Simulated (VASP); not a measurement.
# Ta in VASP: further runs

Ta is run at these levels: LDA; tasks: single point.

Everything below comes from runs of VASP 6.6.1. Logs are shortened: lines on timing, memory, paths and dates and some standing lists are left out, and cuts for length are marked.

**1. The cell of the first run**

The cell holds a slab with vacuum, 4 atoms: a = 3.253 Å, b = 3.253 Å, c = 18.879 Å, α = 90.00°, β = 90.00°, γ = 90.00°.

**2. Single point, LDA**

Contents of INCAR:

```
PREC = Accurate ; ENCUT = 520
EDIFF = 1E-6 ; ISMEAR = 0
SIGMA = 0.1 ; LREAL = False
LASPH = True ; NELM = 80
ALGO = Normal ; ISIF = 2
LWAVE = False ; LCHARG = False
LDIPOL = True ; IDIPOL = 3
DIPOL = 0.5 0.5 0.498 ; NBANDS = 30
```

Contents of KPOINTS:

```
Automatic mesh
0
Gamma
  9 9 1
```

Contents of POSCAR:

```
Ta
1.0
    3.2528501152      0.0000000000      0.0000000000
    0.0000000000      3.2528501152      0.0000000000
    0.0000000000      0.0000000000     18.8792751727
Ta
4
Direct
    0.5000000000      0.5000000000      0.3707769465
    0.0000000000      0.0000000000      0.4569256488
    0.5000000000      0.5000000000      0.5422268803
    0.0000000000      0.0000000000      0.6204367156
```

Potentials or basis: VASP PAW LDA potentials, release 64 (Ta_pv).

Launch:

```sh
> cat potpaw_LDA.64/Ta_pv/POTCAR > POTCAR
> mpirun -np 1 vasp_std > vasp.out
```

OUTCAR:

```text
PREC = Accurate
   ENCUT = 520
   EDIFF = 1E-6
   ISMEAR = 0
   LREAL = False
   LASPH = True
   NELM = 80
   ISIF = 2

 ion  position               nearest neighbor table
   1  0.500  0.500  0.371-   2 2.82   2 2.82   2 2.82   2 2.82   3 3.24
   2  0.000  0.000  0.457-   3 2.81   3 2.81   3 2.81   3 2.81   1 2.82   1 2.82   1 2.82   1 2.82
                             4 3.09
   3  0.500  0.500  0.542-   4 2.73   4 2.73   4 2.73   4 2.73   2 2.81   2 2.81   2 2.81   2 2.81
                             1 3.24
   4  0.000  0.000  0.620-   3 2.73   3 2.73   3 2.73   3 2.73   2 3.09

  LATTYP: Found a simple tetragonal cell.
 ALAT       =     3.2528501152
 C/A-ratio  =     5.8039179501

  Lattice vectors:

 A1 = (   3.2528501152,   0.0000000000,   0.0000000000)
 A2 = (   0.0000000000,   3.2528501152,   0.0000000000)
 A3 = (   0.0000000000,   0.0000000000,  18.8792751727)

Analysis of symmetry for initial positions (statically):
=====================================================================
 Subroutine PRICEL returns:
 Original cell was already a primitive cell.

 Routine SETGRP: Setting up the symmetry group for a
 simple tetragonal supercell.

 Subroutine GETGRP returns: Found  8 space group operations
 (whereof  8 operations were pure point group operations)
 out of a pool of 16 trial point group operations.

The static configuration has the point symmetry C_4v.

Analysis of symmetry for dynamics (positions and initial velocities):
=====================================================================
 Subroutine PRICEL returns:
 Original cell was already a primitive cell.

 Routine SETGRP: Setting up the symmetry group for a
 simple tetragonal supercell.

 Subroutine GETGRP returns: Found  8 space group operations
 (whereof  8 operations were pure point group operations)
 out of a pool of 16 trial point group operations.

The dynamic configuration has the point symmetry C_4v.

 Subroutine INISYM returns: Found  8 space group operations
 (whereof  8 operations are pure point group operations),
 and found     1 'primitive' translations

----------------------------------------------------------------------------------------

                                     Primitive cell

  volume of cell :     199.7623

  direct lattice vectors                    reciprocal lattice vectors
     3.252850115  0.000000000  0.000000000     0.307422711  0.000000000  0.000000000
     0.000000000  3.252850115  0.000000000     0.000000000  0.307422711  0.000000000
     0.000000000  0.000000000 18.879275173     0.000000000  0.000000000  0.052968135

  length of vectors
     3.252850115  3.252850115 18.879275173     0.307422711  0.307422711  0.052968135

  position of ions in fractional coordinates (direct lattice)
     0.500000000  0.500000000  0.370776947
     0.000000000  0.000000000  0.456925649
     0.500000000  0.500000000  0.542226880
     0.000000000  0.000000000  0.620436716

  ion indices of the primitive-cell ions
   primitive index   ion index
                 1           1
                 2           2
                 3           3
                 4           4

----------------------------------------------------------------------------------------

 KPOINTS: Automatic mesh

Automatic generation of k-mesh.
 Grid dimensions read from file:
 generate k-points for:    9    9    1

 Generating k-lattice:

  Cartesian coordinates                     Fractional coordinates (reciprocal lattice)
     0.034158079  0.000000000  0.000000000     0.111111111  0.000000000  0.000000000
     0.000000000  0.034158079  0.000000000     0.000000000  0.111111111  0.000000000
     0.000000000  0.000000000  0.052968135     0.000000000  0.000000000  1.000000000

  Length of vectors
     0.034158079  0.034158079  0.052968135

  Shift w.r.t. Gamma in fractional coordinates (k-lattice)
     0.000000000  0.000000000  0.000000000

 Subroutine IBZKPT returns following result:
 ===========================================

 Found     15 irreducible k-points:

 Following reciprocal coordinates:
            Coordinates               Weight
  0.000000  0.000000  0.000000      1.000000
  0.111111  0.000000  0.000000      4.000000
  0.222222  0.000000  0.000000      4.000000
  0.333333  0.000000  0.000000      4.000000
  0.444444  0.000000  0.000000      4.000000
  0.111111  0.111111  0.000000      4.000000
  0.222222  0.111111  0.000000      8.000000
  0.333333  0.111111  0.000000      8.000000
  0.444444  0.111111  0.000000      8.000000
  0.222222  0.222222  0.000000      4.000000
  0.333333  0.222222  0.000000      8.000000
  0.444444  0.222222  0.000000      8.000000
  0.333333  0.333333  0.000000      4.000000
  0.444444  0.333333  0.000000      8.000000
  0.444444  0.444444  0.000000      4.000000
   k-points           NKPTS =     15   k-points in BZ     NKDIM =     15   number of bands    NBANDS=     30
   number of dos      NEDOS =    301   number of ions     NIONS =      4
   total plane-waves  NPLWV =  80640
   dimension x,y,z NGX =    24 NGY =   24 NGZ =  140
   dimension x,y,z NGXF=    48 NGYF=   48 NGZF=  280
   ions per type =               4
   NGX,Y,Z   is equivalent  to a cutoff of  12.27, 12.27, 12.33 a.u.
   NGXF,Y,Z  is equivalent  to a cutoff of  24.53, 24.53, 24.66 a.u.
 SYSTEM =  unknown system
   PREC   = accura    normal or accurate (medium, high low for compatibility)
   ISTART =      0    job   : 0-new  1-cont  2-samecut
   ICHARG =      2    charge: 1-file 2-atom 10-const
   ISPIN  =      1    spin polarized calculation?
   LNONCOLLINEAR =      F non collinear calculations
   LSORBIT =      F    spin-orbit coupling
   LASPH  =      T    aspherical Exc in radial PAW
   ENCUT  =  520.0 eV  38.22 Ry    6.18 a.u.   6.05  6.05 35.10*2*pi/ulx,y,z
   NELM   =     80;   NELMIN=  2; NELMDL= -5     # of ELM steps
   EDIFF  = 0.1E-05   stopping-criterion for ELM
   LREAL  =      F    real-space projection
   EDIFFG = 0.1E-04   stopping-criterion for IOM
   NSW    =      0    number of steps for IOM
   IBRION =     -1    ionic relax: 0-MD 1-quasi-New 2-CG
   NFREE  =      0    steps in history (QN), initial steepest desc. (CG)
   ISIF   =      2    stress and relaxation
   ISYM   =      2    0-nonsym 1-usesym 2-fastsym
   POTIM  = 0.5000    time-step for ionic-motion
   TEBEG  =    0.0;   TEEND  =   0.0 temperature during run
   PSTRESS=    0.0 pullay stress
   NELECT =      44.0000    total number of electrons
   NUPDOWN=      -1.0000    fix difference up-down
   EMIN   =  10.00;   EMAX   =-10.00  energy-range for DOS
   EFERMI =   0.00;   METHOD = LEGACY
   ISMEAR =     0;   SIGMA  =   0.10  broadening in eV -4-tet -1-fermi 0-gaus
   EFERMI_NEDOS =   21; number of points for ismear=-14 and -15
   IALGO  =     38    algorithm
   IMIX   =      4    mixing-type and parameters
     AMIX     =   0.40;   BMIX     =  1.00
     AMIX_MAG =   1.60;   BMIX_MAG =  1.00
  volume/ion in A,a.u.               =      49.94       337.02
  Fermi-wavevector in a.u.,A,eV,Ry     =   0.988677  1.868329 13.299462  0.977483
  Thomas-Fermi vector in A             =   2.120221
   LORBIT       =      0    0 simple, 1 ext, 2 COOP (PROOUT), +10 PAW based schemes
   GGA     = CA    functional components
   LHFCALC =     F    Hartree Fock is set to
   AEXX    =    0.0000 exact exchange contribution
   IVDW    =     0    specifies the selected vdW correction
   LEPSILON=     F    determine dielectric tensor
   LRPA    =     F    only Hartree local field effects (RPA)
 non-spin polarized calculation
 Gauss-broadening in eV      SIGMA  =   0.10
  energy-cutoff  :      520.00
  volume of cell :      199.76
 maximum number of plane-waves:      5420
   NGX = 13   NGY = 13   NGZ = 71

 dipolmoment           0.000000      0.000000      0.003990 electrons x Angstroem

 number of electron      44.0000010 magnetization

 dipolmoment           0.000000      0.000000     -0.010256 electrons x Angstroem

 Free energy of the ion-electron system (eV)
  ---------------------------------------------------
  ext. energy  EPLUGINS =         0.00000000
  ---------------------------------------------------
  free energy    TOTEN  =       -47.09847944 eV

  energy without entropy =      -47.07257912  energy(sigma->0) =      -47.08552928

 E-fermi :  -0.3801     XC(G=0):  -5.8073

 val. band max:       -0.3891684882   @ k =   0.1111   0.0000   0.0000
 cond. band min:      -0.3692897575   @ k =   0.0000   0.0000   0.0000
 fundamental gap:      0.0198787307
 Fermi energy:        -0.3800939586

 k-point     1 :       0.0000    0.0000    0.0000
  band No.  band energies     occupation
      1     -35.0557      2.00000
      2     -34.9203      2.00000
      3     -34.8667      2.00000
      4     -34.8667      2.00000
      5     -34.7546      2.00000
      6     -34.7546      2.00000
[... 22 lines left out ...]
     29       1.4834      0.00000
     30       2.2576      0.00000

 k-point     2 :       0.1111    0.0000    0.0000
  band No.  band energies     occupation
      1     -35.0661      2.00000
      2     -34.9316      2.00000
      3     -34.8992      2.00000
      4     -34.8554      2.00000
      5     -34.8002      2.00000
      6     -34.7406      2.00000
[... 22 lines left out ...]
     29       2.2983      0.00000
     30       2.4115      0.00000

 k-point     3 :       0.2222    0.0000    0.0000
  band No.  band energies     occupation
      1     -35.0954      2.00000
      2     -35.0004      2.00000
      3     -34.9553      2.00000
      4     -34.8797      2.00000
      5     -34.8274      2.00000
      6     -34.7024      2.00000
[... 22 lines left out ...]
     29       2.1976      0.00000
     30       2.7157      0.00000

 k-point     4 :       0.3333    0.0000    0.0000
  band No.  band energies     occupation
      1     -35.1307      2.00000
      2     -35.1074      2.00000
      3     -34.9963      2.00000
      4     -34.9524      2.00000
      5     -34.7965      2.00000
      6     -34.6543      2.00000
[... 22 lines left out ...]
     29       2.2577      0.00000
     30       2.6739      0.00000

 k-point     5 :       0.4444    0.0000    0.0000
  band No.  band energies     occupation
      1     -35.1730      2.00000
      2     -35.1527      2.00000
      3     -35.0285      2.00000
      4     -34.9988      2.00000
      5     -34.7767      2.00000
      6     -34.6206      2.00000
[... 22 lines left out ...]
     29       2.5460      0.00000
     30       2.8476      0.00000
[... 229 lines left out ...]
     29       2.9373      0.00000
     30       2.9921      0.00000

 k-point    13 :       0.3333    0.3333    0.0000
  band No.  band energies     occupation
      1     -35.0932      2.00000
      2     -35.0923      2.00000
      3     -35.0192      2.00000
      4     -34.9769      2.00000
      5     -34.9713      2.00000
      6     -34.8412      2.00000
[... 22 lines left out ...]
     29       3.2370      0.00000
     30       3.5583      0.00000

 k-point    14 :       0.4444    0.3333    0.0000
  band No.  band energies     occupation
      1     -35.1287      2.00000
      2     -35.1104      2.00000
      3     -35.0478      2.00000
      4     -35.0300      2.00000
      5     -34.9545      2.00000
      6     -34.8262      2.00000
[... 22 lines left out ...]
     29       3.3357      0.00000
     30       3.5445      0.00000

 k-point    15 :       0.4444    0.4444    0.0000
  band No.  band energies     occupation
      1     -35.1620      2.00000
      2     -35.1551      2.00000
      3     -35.0497      2.00000
      4     -35.0390      2.00000
      5     -34.9564      2.00000
      6     -34.8345      2.00000
[... 22 lines left out ...]
     29       3.6096      0.00000
     30       3.7648      0.00000

------------------------ aborting loop because EDIFF is reached ----------------------------------------

 vacuum level on the upper side and lower side of the slab       (xc-potential included)        -0.261        -0.121

  FORCE on cell =-STRESS in cart. coord.  units (eV):
  Direction    XX          YY          ZZ          XY          YZ          ZX
  --------------------------------------------------------------------------------------
  -------------------------------------------------------------------------------------
  Total       -4.4006616     -4.4006616     -1.0393430      0.0000000      0.0000000     -0.0000000
  in kB      -35.2951580    -35.2951580     -8.3359681      0.0000000      0.0000000     -0.0000000
  external PRESSURE =     -26.3087614 kB  Pullay stress =       0.0000000 kB

 VOLUME and BASIS-vectors are now :
 -----------------------------------------------------------------------------
  energy-cutoff  :      520.00
  volume of cell :      199.76
      direct lattice vectors                 reciprocal lattice vectors
     3.252850115  0.000000000  0.000000000     0.307422711  0.000000000  0.000000000
     0.000000000  3.252850115  0.000000000     0.000000000  0.307422711  0.000000000
     0.000000000  0.000000000 18.879275173     0.000000000  0.000000000  0.052968135

 POSITION                                       TOTAL-FORCE (eV/Angst)
 -----------------------------------------------------------------------------------
      1.62643      1.62643      7.00000        -0.000000     -0.000000      0.749800
      0.00000      0.00000      8.62643         0.000000      0.000000     -0.813860
      1.62643      1.62643     10.23685        -0.000000     -0.000000     -0.002022
      0.00000      0.00000     11.71340        -0.000000      0.000000      0.066082
 -----------------------------------------------------------------------------------
    total drift:                                0.000000      0.000000     -0.000281

  FREE ENERGIE OF THE ION-ELECTRON SYSTEM (eV)
  ---------------------------------------------------
  free  energy   TOTEN  =       -47.0984794368 eV

  energy  without entropy=      -47.0725791224  energy(sigma->0) =      -47.08552928

 vacuum level on the upper side and lower side of the slab         3.528         3.685
```

Wall time 2.7 min (1 thread of Intel Xeon Platinum 8259CL at 2.50GHz (Skylake/Cascade Lake), shared host); peak memory 0.25 GiB.

What came out:

```
Free energy            : -47.0985 eV
Largest force          : 0.814 eV/Å
Band gap on the k mesh : zero (bands 22 and 23 overlap by 0.39 eV)
```

Forces on the atoms (eV/Å):
```
Ta   0.000  0.000  0.750
Ta   0.000  0.000 -0.814
Ta   0.000  0.000 -0.002
Ta   0.000  0.000  0.066
```

Levels at points of the mesh, in eV from the Fermi level:
```csv
k point,band 20,band 21,band 22,band 23,band 24,band 25
"(0.00, 0.00, 0.00)",-0.16,0.01,0.30,0.30,0.41,0.57
```

Caveat: spin-orbit coupling is left out, which moves the levels of the heavy elements.

**3. Single point, LDA**

This run uses another cell than the first one.

Contents of INCAR:

```
PREC     = Accurate       # precision mode
ENCUT    = 520            # plane-wave cutoff, eV
EDIFF    = 1E-7           # SCF threshold, eV
ISMEAR   = 0              # smearing method
SIGMA    = 0.1            # smearing width, eV
LREAL    = F              # projectors in reciprocal space
LASPH    = T              # aspherical terms in the spheres
NELM     = 60             # most SCF steps
ALGO     = Normal         # electronic algorithm
ISIF     = 2              # what is computed and relaxed
LWAVE    = F              # write WAVECAR
LCHARG   = T              # write CHGCAR
LDIPOL   = T            
IDIPOL   = 3            
DIPOL    = 0.5 0.5 0.316
LELF     = T              # ELF
LVHAR    = T            
LVACPOTAV= T            
NBANDS   = 30             # bands
```

Contents of KPOINTS:

```
regular mesh
0
Gamma
  8 8 1
```

Contents of POSCAR:

```
Ta
1.0
    3.2528501152      0.0000000000      0.0000000000
    0.0000000000      3.2528501152      0.0000000000
    0.0000000000      0.0000000000     20.2133954800
Ta
4
Direct
    0.5000000000      0.5000000000      0.1978885736
    0.0000000000      0.0000000000      0.2783513073
    0.5000000000      0.5000000000      0.3580225047
    0.0000000000      0.0000000000      0.4310703508
```

Potentials or basis: VASP PAW LDA potentials, release 64 (Ta_pv).

Launch:

```sh
> cat potpaw_LDA.64/Ta_pv/POTCAR > POTCAR
> mpirun -np 1 vasp_std > vasp.out
```

OUTCAR:

```text
PREC = Accurate
   ENCUT = 520
   EDIFF = 1E-7
   ISMEAR = 0
   LREAL = F
   LASPH = T
   NELM = 60
   ISIF = 2

 ion  position               nearest neighbor table
   1  0.500  0.500  0.198-   2 2.82   2 2.82   2 2.82   2 2.82   3 3.24
   2  0.000  0.000  0.278-   3 2.81   3 2.81   3 2.81   3 2.81   1 2.82   1 2.82   1 2.82   1 2.82
                             4 3.09
   3  0.500  0.500  0.358-   4 2.73   4 2.73   4 2.73   4 2.73   2 2.81   2 2.81   2 2.81   2 2.81
                             1 3.24
   4  0.000  0.000  0.431-   3 2.73   3 2.73   3 2.73   3 2.73   2 3.09

  LATTYP: Found a simple tetragonal cell.
 ALAT       =     3.2528501152
 C/A-ratio  =     6.2140568314
[... 686 lines left out ...]
  -------------------------------------------------------------------------------------
  Total       -4.4432025     -4.4432025     -0.9449523      0.0000000      0.0000000      0.0000000
  in kB      -33.2842912    -33.2842912     -7.0786935      0.0000000      0.0000000      0.0000000
  external PRESSURE =     -24.5490920 kB  Pullay stress =       0.0000000 kB

 VOLUME and BASIS-vectors are now :
 -----------------------------------------------------------------------------
  energy-cutoff  :      520.00
  volume of cell :      213.88
      direct lattice vectors                 reciprocal lattice vectors
     3.252850115  0.000000000  0.000000000     0.307422711  0.000000000  0.000000000
     0.000000000  3.252850115  0.000000000     0.000000000  0.307422711  0.000000000
     0.000000000  0.000000000 20.213395480     0.000000000  0.000000000  0.049472143

 POSITION                                       TOTAL-FORCE (eV/Angst)
 -----------------------------------------------------------------------------------
      1.62643      1.62643      4.00000         0.000000     -0.000000      0.728493
      0.00000      0.00000      5.62643        -0.000000      0.000000     -0.826991
      1.62643      1.62643      7.23685        -0.000000      0.000000      0.027550
      0.00000      0.00000      8.71340        -0.000000     -0.000000      0.070948
 -----------------------------------------------------------------------------------
    total drift:                                0.000000     -0.000000     -0.000075

  FREE ENERGIE OF THE ION-ELECTRON SYSTEM (eV)
  ---------------------------------------------------
  free  energy   TOTEN  =       -47.0998840043 eV

  energy  without entropy=      -47.0730989293  energy(sigma->0) =      -47.08649147

 vacuum level on the upper side and lower side of the slab         3.453         3.605
```

It took 3.5 min on 1 thread of Intel Xeon Platinum 8259CL at 2.50GHz (Skylake/Cascade Lake), shared host; peak memory 0.26 GiB.

What came out:

```yaml
Free_energy: -47.0999 eV
Largest_force: 0.827 eV/Å
Band_gap_on_the_k_mesh: zero (bands 22 and 23 overlap by 0.46 eV)
```

Forces on the atoms (eV/Å):
```
Ta   0.000  0.000  0.728
Ta   0.000  0.000 -0.827
Ta   0.000  0.000  0.028
Ta   0.000  0.000  0.071
```

Levels at points of the mesh, in eV from the Fermi level:
```tsv
k point	band 18	band 19	band 20	band 21	band 22	band 23	band 24	band 25	band 26	band 27
(0.00, 0.00, 0.00)	-2.75	-0.23	-0.16	0.00	0.29	0.29	0.41	0.57	0.57	1.69
(0.50, 0.00, 0.00)	-1.63	-1.56	-1.53	-0.10	-0.08	0.07	0.12	0.92	1.49	2.40
(0.50, 0.50, 0.00)	-2.07	-1.69	-1.69	-0.60	-0.60	1.88	1.88	2.55	2.62	2.70
```

Caveat: spin-orbit coupling is left out, which moves the levels of the heavy elements.
